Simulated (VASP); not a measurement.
# Be3Te4 (P-43m) in VASP: a series of runs

Runs on Be3Te4. Level: PBE. Tasks: single point, relaxation of cell and atoms.

Program: VASP 6.6.1. These are calculated values, not measurements. Logs are shortened: lines on timing, memory, paths and dates and some standing lists are left out, and cuts for length are marked.

### 1 The cell of the first run

Symmetry: P-43m, No. 215, cubic system. Conventional cell: a = 5.555 Å, b = 5.555 Å, c = 5.555 Å, α = 90.00°, β = 90.00°, γ = 90.00°. Within 3.2 Å of Be (site symmetry -42m) lie 4 Te at 2.42 Å. Within 3.2 Å of Te (site symmetry 3m) lie 3 Be at 2.42 Å.

### 2 Single point, PBE (atoms taken out)

Input file INCAR:

```
PREC = Accurate
ENCUT = 600
EDIFF = 1E-6
ISMEAR = 0
SIGMA = 0.1
LREAL = F
LASPH = T
NELM = 120
ALGO = Normal
ISIF = 2
LWAVE = F
LCHARG = F
GGA = PE
NBANDS = 24
GGA_COMPAT = F
```

Input file KPOINTS:

```
Automatic mesh
0
Gamma
  4 4 4
```

Input file POSCAR:

```
Be3Te4
1.0
    5.5548695710      0.0000000000      0.0000000000
    0.0000000000      5.5548695710      0.0000000000
    0.0000000000      0.0000000000      5.5548695710
Be Te
3 4
Direct
    0.5000000000      0.0000000000      0.5000000000
    0.0000000000      0.5000000000      0.5000000000
    0.5000000000      0.5000000000      0.0000000000
    0.7540466869      0.2459533131      0.7540466869
    0.7540466869      0.7540466869      0.2459533131
    0.2459533131      0.7540466869      0.7540466869
    0.2459533131      0.2459533131      0.2459533131
```

Potentials or basis: VASP PAW PBE potentials, release 64 (Be, Te).

The run is started by

```bash
$ cat potpaw_PBE.64/Be/POTCAR potpaw_PBE.64/Te/POTCAR > POTCAR
$ mpirun -np 1 vasp_std > vasp.out
```

OUTCAR:

```text
PREC = Accurate
   ENCUT = 600
   EDIFF = 1E-6
   ISMEAR = 0
   LREAL = F
   LASPH = T
   NELM = 120
   ISIF = 2
   GGA = PE

 ion  position               nearest neighbor table
   1  0.500  0.000  0.500-   4 2.42   5 2.42   6 2.42   7 2.42
   2  0.000  0.500  0.500-   4 2.42   5 2.42   6 2.42   7 2.42
   3  0.500  0.500  0.000-   4 2.42   5 2.42   6 2.42   7 2.42
   4  0.754  0.246  0.754-   1 2.42   2 2.42   3 2.42
   5  0.754  0.754  0.246-   1 2.42   2 2.42   3 2.42
   6  0.246  0.754  0.754-   1 2.42   2 2.42   3 2.42
   7  0.246  0.246  0.246-   1 2.42   2 2.42   3 2.42

  LATTYP: Found a simple cubic cell.
 ALAT       =     5.5548695710

  Lattice vectors:

 A1 = (   5.5548695710,   0.0000000000,   0.0000000000)
 A2 = (   0.0000000000,   5.5548695710,   0.0000000000)
 A3 = (   0.0000000000,   0.0000000000,   5.5548695710)

Analysis of symmetry for initial positions (statically):
=====================================================================
 Subroutine PRICEL returns:
 Original cell was already a primitive cell.

 Routine SETGRP: Setting up the symmetry group for a
 simple cubic supercell.

 Subroutine GETGRP returns: Found 24 space group operations
 (whereof 24 operations were pure point group operations)
 out of a pool of 48 trial point group operations.

The static configuration has the point symmetry T_d .

Analysis of symmetry for dynamics (positions and initial velocities):
=====================================================================
 Subroutine PRICEL returns:
 Original cell was already a primitive cell.

 Routine SETGRP: Setting up the symmetry group for a
 simple cubic supercell.

 Subroutine GETGRP returns: Found 24 space group operations
 (whereof 24 operations were pure point group operations)
 out of a pool of 48 trial point group operations.

The dynamic configuration has the point symmetry T_d .

 Subroutine INISYM returns: Found 24 space group operations
 (whereof 24 operations are pure point group operations),
 and found     1 'primitive' translations

----------------------------------------------------------------------------------------

                                     Primitive cell

  volume of cell :     171.4043

  direct lattice vectors                    reciprocal lattice vectors
     5.554869571  0.000000000  0.000000000     0.180022229  0.000000000  0.000000000
     0.000000000  5.554869571  0.000000000     0.000000000  0.180022229  0.000000000
     0.000000000  0.000000000  5.554869571     0.000000000  0.000000000  0.180022229

  length of vectors
     5.554869571  5.554869571  5.554869571     0.180022229  0.180022229  0.180022229

  position of ions in fractional coordinates (direct lattice)
     0.500000000  0.000000000  0.500000000
     0.000000000  0.500000000  0.500000000
     0.500000000  0.500000000  0.000000000
     0.754046687  0.245953313  0.754046687
     0.754046687  0.754046687  0.245953313
     0.245953313  0.754046687  0.754046687
     0.245953313  0.245953313  0.245953313

  ion indices of the primitive-cell ions
   primitive index   ion index
                 1           1
                 2           2
                 3           3
                 4           4
                 5           5
                 6           6
                 7           7

----------------------------------------------------------------------------------------

 KPOINTS: Automatic mesh

Automatic generation of k-mesh.
 Grid dimensions read from file:
 generate k-points for:    4    4    4

 Generating k-lattice:

  Cartesian coordinates                     Fractional coordinates (reciprocal lattice)
     0.045005557  0.000000000  0.000000000     0.250000000  0.000000000  0.000000000
     0.000000000  0.045005557  0.000000000     0.000000000  0.250000000  0.000000000
     0.000000000  0.000000000  0.045005557     0.000000000  0.000000000  0.250000000

  Length of vectors
     0.045005557  0.045005557  0.045005557

  Shift w.r.t. Gamma in fractional coordinates (k-lattice)
     0.000000000  0.000000000  0.000000000

 Subroutine IBZKPT returns following result:
 ===========================================

 Found     10 irreducible k-points:

 Following reciprocal coordinates:
            Coordinates               Weight
  0.000000  0.000000  0.000000      1.000000
  0.250000  0.000000  0.000000      6.000000
  0.500000  0.000000  0.000000      3.000000
  0.250000  0.250000  0.000000     12.000000
  0.500000  0.250000  0.000000     12.000000
  0.500000  0.500000  0.000000      3.000000
  0.250000  0.250000  0.250000      8.000000
  0.500000  0.250000  0.250000     12.000000
  0.500000  0.500000  0.250000      6.000000
  0.500000  0.500000  0.500000      1.000000
   k-points           NKPTS =     10   k-points in BZ     NKDIM =     10   number of bands    NBANDS=     24
   number of dos      NEDOS =    301   number of ions     NIONS =      7
   total plane-waves  NPLWV = 110592
[... 32 lines left out ...]
   IALGO  =     38    algorithm
   IMIX   =      4    mixing-type and parameters
     AMIX     =   0.40;   BMIX     =  1.00
     AMIX_MAG =   1.60;   BMIX_MAG =  1.00
  volume/ion in A,a.u.               =      24.49       165.24
  Fermi-wavevector in a.u.,A,eV,Ry     =   0.915745  1.730508 11.409703  0.838590
  Thomas-Fermi vector in A             =   2.040522
   LORBIT       =      0    0 simple, 1 ext, 2 COOP (PROOUT), +10 PAW based schemes
   GGA     = PE    functional components
   LHFCALC =     F    Hartree Fock is set to
   AEXX    =    0.0000 exact exchange contribution
   IVDW    =     0    specifies the selected vdW correction
   LEPSILON=     F    determine dielectric tensor
   LRPA    =     F    only Hartree local field effects (RPA)
 non-spin polarized calculation
 Gauss-broadening in eV      SIGMA  =   0.10
  energy-cutoff  :      600.00
  volume of cell :      171.40
 maximum number of plane-waves:      5832
 NGX is ok and might be reduce to    48
   NGX = 23   NGY = 23   NGZ = 23

 number of electron      29.9999998 magnetization

 Free energy of the ion-electron system (eV)
  ---------------------------------------------------
  ext. energy  EPLUGINS =         0.00000000
  ---------------------------------------------------
  free energy    TOTEN  =       -24.85450589 eV

  energy without entropy =      -24.84505259  energy(sigma->0) =      -24.84977924

 E-fermi :   4.6517     XC(G=0):  -9.0184

 val. band max:        4.5470344365   @ k =   0.5000   0.2500   0.2500
 cond. band min:       4.7258909930   @ k =   0.5000   0.5000   0.0000
 fundamental gap:      0.1788565566
 Fermi energy:         4.6516952347

 k-point     1 :       0.0000    0.0000    0.0000
  band No.  band energies     occupation
      1      -7.3621      2.00000
      2      -5.4514      2.00000
      3      -5.4514      2.00000
      4      -5.4514      2.00000
      5      -0.2940      2.00000
      6      -0.2940      2.00000
[... 16 lines left out ...]
     23       9.6183      0.00000
     24       9.6183      0.00000

 k-point     2 :       0.2500    0.0000    0.0000
  band No.  band energies     occupation
      1      -7.1585      2.00000
      2      -5.8482      2.00000
      3      -5.4344      2.00000
      4      -5.4344      2.00000
      5      -0.0866      2.00000
      6       0.2330      2.00000
[... 16 lines left out ...]
     23       9.5762      0.00000
     24      10.4484      0.00000

 k-point     3 :       0.5000    0.0000    0.0000
  band No.  band energies     occupation
      1      -6.6485      2.00000
      2      -6.5274      2.00000
      3      -5.4171      2.00000
      4      -5.4171      2.00000
      5       0.2702      2.00000
      6       1.0363      2.00000
[... 16 lines left out ...]
     23      10.6638      0.00000
     24      10.9756      0.00000
[... 136 lines left out ...]
 k-point     9 :       0.5000    0.5000    0.2500
  band No.  band energies     occupation
      1      -6.0445      2.00000
      2      -6.0445      2.00000
      3      -6.0426      2.00000
      4      -5.8733      2.00000
      5      -0.1789      2.00000
      6      -0.1789      2.00000
[... 16 lines left out ...]
     23      10.0023      0.00000
     24      10.1463      0.00000

 k-point    10 :       0.5000    0.5000    0.5000
  band No.  band energies     occupation
      1      -6.0052      2.00000
      2      -6.0052      2.00000
      3      -6.0052      2.00000
      4      -5.8353      2.00000
      5      -0.5991      2.00000
      6      -0.5991      2.00000
[... 16 lines left out ...]
     23       9.7925      0.00000
     24       9.7925      0.00000

------------------------ aborting loop because EDIFF is reached ----------------------------------------

  FORCE on cell =-STRESS in cart. coord.  units (eV):
  Direction    XX          YY          ZZ          XY          YZ          ZX
  --------------------------------------------------------------------------------------
  -------------------------------------------------------------------------------------
  Total        0.5345644      0.5345644      0.5345644     -0.0000000      0.0000000     -0.0000000
  in kB        4.9967664      4.9967664      4.9967664     -0.0000000      0.0000000     -0.0000000
  external PRESSURE =       4.9967664 kB  Pullay stress =       0.0000000 kB

 VOLUME and BASIS-vectors are now :
 -----------------------------------------------------------------------------
  energy-cutoff  :      600.00
  volume of cell :      171.40
      direct lattice vectors                 reciprocal lattice vectors
     5.554869571  0.000000000  0.000000000     0.180022229  0.000000000  0.000000000
     0.000000000  5.554869571  0.000000000     0.000000000  0.180022229  0.000000000
     0.000000000  0.000000000  5.554869571     0.000000000  0.000000000  0.180022229

 POSITION                                       TOTAL-FORCE (eV/Angst)
 -----------------------------------------------------------------------------------
      2.77743      0.00000      2.77743        -0.000000     -0.000000      0.000000
      0.00000      2.77743      2.77743         0.000000     -0.000000      0.000000
      2.77743      2.77743      0.00000         0.000000     -0.000000      0.000000
      4.18863      1.36624      4.18863         0.002969     -0.002969      0.002969
      4.18863      4.18863      1.36624         0.002969      0.002969     -0.002969
      1.36624      4.18863      4.18863        -0.002969      0.002969      0.002969
      1.36624      1.36624      1.36624        -0.002969     -0.002969     -0.002969
 -----------------------------------------------------------------------------------
    total drift:                               -0.000000     -0.000000     -0.000000

  FREE ENERGIE OF THE ION-ELECTRON SYSTEM (eV)
  ---------------------------------------------------
  free  energy   TOTEN  =       -24.8545058927 eV

  energy  without entropy=      -24.8450525911  energy(sigma->0) =      -24.84977924
```

Wall time 95 s (1 thread of Intel Xeon 8259CL, shared host); peak memory 0.33 GiB.

What came out:

| Quantity | Value |
| --- | --- |
| Free energy | -24.8545 eV |
| Pressure | 0.5 GPa |
| Largest force | 0.005 eV/Å |
| Band gap on the k mesh | zero (bands 15 and 16 overlap by 1.21 eV) |

Forces in eV/Å, atoms in the order of the input:
```
Be   0.000  0.000  0.000
Be   0.000  0.000  0.000
Be   0.000  0.000  0.000
Te   0.003 -0.003  0.003
Te   0.003  0.003 -0.003
Te  -0.003  0.003  0.003
Te  -0.003 -0.003 -0.003
```

Caveat: the cell differs from its parent crystal (atoms taken out); spin-orbit coupling is left out, which moves the levels of the heavy elements.

### 3 Single point, PBE (atoms taken out)

Input file INCAR:

```
ALGO = Normal
EDIFF = 1E-6
ENCUT = 520
GGA = PE
ISIF = 2
ISMEAR = 0
LASPH = T
LCHARG = F
LREAL = F
LWAVE = F
NBANDS = 24
NELM = 100
PREC = Accurate
SIGMA = 0.2
```

Input file KPOINTS:

```
k-points
0
Gamma
  3 3 3
```

POSCAR is that of step 2.

Potentials or basis: VASP PAW PBE potentials, release 64 (Be, Te).

The run is started by

```bash
$ cat potpaw_PBE.64/Be/POTCAR potpaw_PBE.64/Te/POTCAR > POTCAR
$ mpirun -np 1 vasp_std > vasp.out
```

Run time: 33 s. Hardware: 1 thread of Intel Xeon 8259CL, shared host; peak memory 0.25 GiB.

The run converged. Its results:

| Quantity | Value |
| --- | --- |
| Free energy | -24.9656 eV |
| Pressure | 0.4 GPa |
| Largest force | 0.020 eV/Å |
| Band gap on the k mesh | zero (bands 15 and 16 overlap by 0.86 eV) |

Forces on the atoms (eV/Å):
```
Be   0.000  0.000  0.000
Be   0.000  0.000  0.000
Be   0.000  0.000  0.000
Te   0.011 -0.011  0.011
Te   0.011  0.011 -0.011
Te  -0.011  0.011  0.011
Te  -0.011 -0.011 -0.011
```

Levels at points of the mesh, in eV from the Fermi level:
```
           k point  band 12  band 13  band 14  band 15  band 16  band 17
(0.00, 0.00, 0.00)    -1.68    -1.68     0.67     0.67     0.67     2.53
```

Caveat: the k points lie up to 0.38 Å⁻¹ apart, too coarse for converged energies and pressures of a metal; the cell differs from its parent crystal (atoms taken out); spin-orbit coupling is left out, which moves the levels of the heavy elements.

### 4 Relaxation of cell and atoms, PBE (atoms taken out)

Input file INCAR:

```
ALGO     = Normal         # electronic algorithm
EDIFF    = 1E-7           # SCF threshold, eV
EDIFFG   = -0.08          # ionic threshold
ENCUT    = 600            # plane-wave cutoff, eV
GGA      = PE             # functional
IBRION   = 2              # ionic algorithm
ISIF     = 3              # what is computed and relaxed
ISMEAR   = 0              # smearing method
LASPH    = True           # aspherical terms in the spheres
LCHARG   = False          # write CHGCAR
LREAL    = False          # projectors in reciprocal space
LWAVE    = False          # write WAVECAR
NELM     = 100            # most SCF steps
NSW      = 36             # ionic steps
PREC     = Accurate       # precision mode
SIGMA    = 0.2            # smearing width, eV
```

KPOINTS is that of step 3.

Input file POSCAR:

```
Be3Te4
1.0
    5.3500000000      0.0000000000      0.0000000000
    0.0000000000      5.3500000000      0.0000000000
    0.0000000000      0.0000000000      5.3500000000
Be Te
3 4
Direct
    0.5000000000      0.0000000000      0.5000000000
    0.0000000000      0.5000000000      0.5000000000
    0.5000000000      0.5000000000      0.0000000000
    0.7500000000      0.2500000000      0.7500000000
    0.7500000000      0.7500000000      0.2500000000
    0.2500000000      0.7500000000      0.7500000000
    0.2500000000      0.2500000000      0.2500000000
```

The run is started by

```bash
$ cat potpaw_PBE.64/Be/POTCAR potpaw_PBE.64/Te/POTCAR > POTCAR
$ mpirun -np 1 vasp_std > vasp.out
```

Wall time 2.1 min (1 thread of Intel Xeon 8259CL, shared host); peak memory 0.33 GiB.

It converged, with:

```
Free energy                           : -24.9667 eV
Relaxed volume                        : 24.74 Å³/atom
Relaxed cell                          : a = 5.574 Å, b = 5.574 Å, c = 5.574 Å, α = 90.00°, β = 90.00°, γ = 90.00°
Space group after relaxing (to 0.1 Å) : P-43m (No. 215)
Energy gained by relaxing             : 74.1 meV/atom
Ionic steps                           : 3
Pressure after relaxing               : 0.0 GPa
Band gap on the k mesh                : zero (bands 15 and 16 overlap by 0.84 eV)
```

Step by step:
```tsv
step	energy change (eV)	largest force (eV/Å)	pressure (GPa)	volume (Å³)
1	0.0000	0.8164	8.37	153.13
2	-0.4765	0.1725	-1.83	179.87
3	-0.5190	0.0220	0.01	173.15
```

Final structure:
```cif
data_structure
_symmetry_space_group_name_H-M 'P 1'
_symmetry_Int_Tables_number 1
_cell_length_a 5.5737
_cell_length_b 5.5737
_cell_length_c 5.5737
_cell_angle_alpha 90.000
_cell_angle_beta 90.000
_cell_angle_gamma 90.000
_cell_volume 173.15
loop_
_atom_site_label
_atom_site_type_symbol
_atom_site_fract_x
_atom_site_fract_y
_atom_site_fract_z
_atom_site_occupancy
Be1 Be 0.50000 0.00000 0.50000 1
Be2 Be 0.00000 0.50000 0.50000 1
Be3 Be 0.50000 0.50000 0.00000 1
Te1 Te 0.75328 0.24672 0.75328 1
Te2 Te 0.75328 0.75328 0.24672 1
Te3 Te 0.24672 0.75328 0.75328 1
Te4 Te 0.24672 0.24672 0.24672 1
```

Levels at points of the mesh, in eV from the Fermi level:
| k point | band 12 | band 13 | band 14 | band 15 | band 16 | band 17 |
| --- | --- | --- | --- | --- | --- | --- |
| (0.00, 0.00, 0.00) | -1.68 | -1.68 | 0.65 | 0.65 | 0.65 | 2.54 |

Caveat: the k points lie up to 0.38 Å⁻¹ apart in the final cell, too coarse for converged energies and pressures of a metal; the cell differs from its parent crystal (atoms taken out); spin-orbit coupling is left out, which moves the levels of the heavy elements.

### 5 Single point, PBE (atoms taken out)

Input file INCAR:

```
SYSTEM = Be3Te4
PREC = Accurate
ENCUT = 520
EDIFF = 1E-7
ISMEAR = 0
SIGMA = 0.1
LREAL = .FALSE.
LASPH = .TRUE.
NELM = 100
ALGO = Normal
ISIF = 2
LWAVE = .FALSE.
LCHARG = .TRUE.
GGA = PE
LELF = .TRUE.
LVHAR = .TRUE.
NBANDS = 24
```

Input file KPOINTS:

```
Automatic mesh
0
G
  6 6 6
  0 0 0
```

Input file POSCAR:

```
Be3Te4
1.0
    5.5715830322      0.0000000000      0.0000000000
    0.0000000000      5.5715830322      0.0000000000
    0.0000000000      0.0000000000      5.5715830322
Be Te
3 4
Direct
    0.5000000000      0.0000000000      0.5000000000
    0.0000000000      0.5000000000      0.5000000000
    0.5000000000      0.5000000000      0.0000000000
    0.7533473890      0.2466526110      0.7533473890
    0.7533473890      0.7533473890      0.2466526110
    0.2466526110      0.7533473890      0.7533473890
    0.2466526110      0.2466526110      0.2466526110
```

The run is started by

```bash
$ cat potpaw_PBE.64/Be/POTCAR potpaw_PBE.64/Te/POTCAR > POTCAR
$ mpirun -np 1 vasp_std > vasp.out
```

Run time: 2.7 min. Hardware: 1 thread of Intel Xeon 8259CL, shared host; peak memory 0.29 GiB.

It converged, with:

* Free energy: -24.8388 eV
* Pressure: 0.1 GPa
* Largest force: 0.018 eV/Å
* Band gap on the k mesh: zero (bands 15 and 16 overlap by 1.18 eV)

Forces on the atoms (eV/Å):
```
Be   0.000  0.000  0.000
Be   0.000  0.000  0.000
Be   0.000  0.000  0.000
Te   0.011 -0.011  0.011
Te   0.011  0.011 -0.011
Te  -0.011  0.011  0.011
Te  -0.011 -0.011 -0.011
```

Levels at points of the mesh, in eV from the Fermi level:
| k point | band 10 | band 11 | band 12 | band 13 | band 14 | band 15 | band 16 | band 17 | band 18 | band 19 |
| --- | --- | --- | --- | --- | --- | --- | --- | --- | --- | --- |
| (0.00, 0.00, 0.00) | -2.49 | -1.64 | -1.64 | -1.64 | 0.70 | 0.70 | 0.70 | 2.58 | 2.58 | 2.58 |
| (0.50, 0.00, 0.00) | -2.76 | -2.16 | -1.81 | -1.40 | -1.40 | -0.48 | -0.48 | 3.07 | 3.66 | 4.96 |
| (0.50, 0.50, 0.00) | -2.69 | -2.50 | -2.06 | -0.96 | -0.93 | 0.03 | 0.03 | 4.09 | 4.09 | 4.73 |
| (0.50, 0.50, 0.50) | -0.92 | -0.92 | -0.81 | -0.81 | 0.26 | 0.26 | 0.26 | 3.54 | 3.54 | 3.54 |

Caveat: the cell differs from its parent crystal (atoms taken out); spin-orbit coupling is left out, which moves the levels of the heavy elements.

### 6 The runs side by side

```csv
task,cell,k mesh,cutoff (eV),smearing,gap on the mesh (eV),pressure (GPa),largest force (eV/Å)
single point,"a = 5.555 Å, 7 atoms, atomic positions A",4 × 4 × 4,600,gaussian 0.1 eV,none,0.5,0.01
single point,"a = 5.555 Å, 7 atoms, atomic positions A",3 × 3 × 3,520,gaussian 0.2 eV,none,0.4,0.02
relaxation of cell and atoms,"relaxed from a = 5.350 Å, 7 atoms, atomic positions B",3 × 3 × 3,600,gaussian 0.2 eV,none,0.0,-
single point,"a = 5.572 Å, 7 atoms, atomic positions A",6 × 6 × 6,520,gaussian 0.1 eV,none,0.1,0.02
```

Alike in all rows: level PBE; potentials or basis VASP PAW PBE potentials, release 64 (Be, Te); no spin polarisation.

Caveats: some runs use coarse meshes; spin-orbit coupling is left out, which moves the levels of the heavy elements.

Absolute energies hang on the potentials; compare differences alone.
